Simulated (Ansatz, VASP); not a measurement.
# ZnSe in VASP and in Ansatz

Contents of INCAR:

```
SYSTEM = ZnSe
PREC     = Accurate       ! precision mode
ENCUT    = 520            ! plane-wave cutoff, eV
EDIFF    = 1E-6           ! SCF threshold, eV
ISMEAR   = 0              ! smearing method
SIGMA    = 0.05           ! smearing width, eV
LREAL    = .FALSE.        ! projectors in reciprocal space
LASPH    = .TRUE.         ! aspherical terms in the spheres
NELM     = 60             ! most SCF steps
ALGO     = Normal         ! electronic algorithm
ISIF     = 2              ! what is computed and relaxed
LWAVE    = .FALSE.        ! write WAVECAR
LCHARG   = .FALSE.        ! write CHGCAR
GGA      = CA             ! functional
NBANDS   = 26             ! bands
```

Contents of KPOINTS:

```
regular mesh
0
G
  8 8 6
  0 0 0
```

Contents of POSCAR:

```
ZnSe
1.0
    3.9824792206      0.0000000000      0.0000000000
    0.0000000000      3.9824792206      0.0000000000
    0.0000000000      0.0000000000      5.5715000000
Zn Se
2 2
Direct
    0.0000000000      0.0000000000      0.0000000000
    0.5000000000      0.5000000000      0.0000000000
    0.0000000000      0.5000000000      0.2797006019
    0.5000000000      0.0000000000      0.7202993981
```

Input for Ansatz:

```yaml
crystal:
  lattice:
    - [3.9824792206, 0.0, 0.0]
    - [0.0, 3.9824792206, 0.0]
    - [0.0, 0.0, 5.5715]
  atoms:
    - { symbol: Zn, position: [0.0, 0.0, 0.0] }
    - { symbol: Zn, position: [0.5, 0.5, 0.0] }
    - { symbol: Se, position: [0.0, 0.5, 0.2797006019] }
    - { symbol: Se, position: [0.5, 0.0, 0.7202993981] }
basis:
  ecutwfc: 520.0
kpoints:
  mp_grid: { grid: [8, 8, 6] }
hamiltonian:
  xc: lda
  pseudopotentials: { kind: paw, azcp: { folder: soft_1 } }
scf:
  occupations: { method: gaussian, width: 0.05 }
output:
  forces: true
  stress: true
  eigenvalues: true
```

Alike in both runs: task single point; functional LDA; k mesh 8 × 8 × 6; occupations gaussian, width 0.05 eV; no spin polarisation.

```csv
,VASP,Ansatz
version,VASP 6.6.1,Ansatz 0.2.0
potentials or method,"VASP PAW LDA potentials, release 64 (Zn, Se), cutoff 520 eV","scalar-relativistic, plane waves, PAW"
valence electrons in the cell,36,56
```

|  | VASP | Ansatz | Ansatz less VASP |
| --- | --- | --- | --- |
| gap on the k mesh at the Fermi level (eV) | 1.40 | 1.38 | -0.024 |
| least direct gap on the mesh (eV) | 1.40 | 1.38 | -0.024 |
| pressure (GPa) | -3.3 | -3.7 | -0.33 |
| traceless stress, the component that is largest in VASP (GPa) | -1.46 | -1.46 | +0.008 |
| rms of the force components (eV/Å) | 0.299 | 0.322 | +0.0226 |

Ansatz warns that its potentials were made for another functional, while VASP's fit it. LDA's correlation is that of Perdew and Zunger in VASP and of Perdew and Wang (1992) in Ansatz. Atom by atom the forces differ by 0.023 eV/Å (rms over components). VASP's potentials hold 36 valence electrons a cell and Ansatz's 56, so a difference there can come from the potentials and not from the codes.
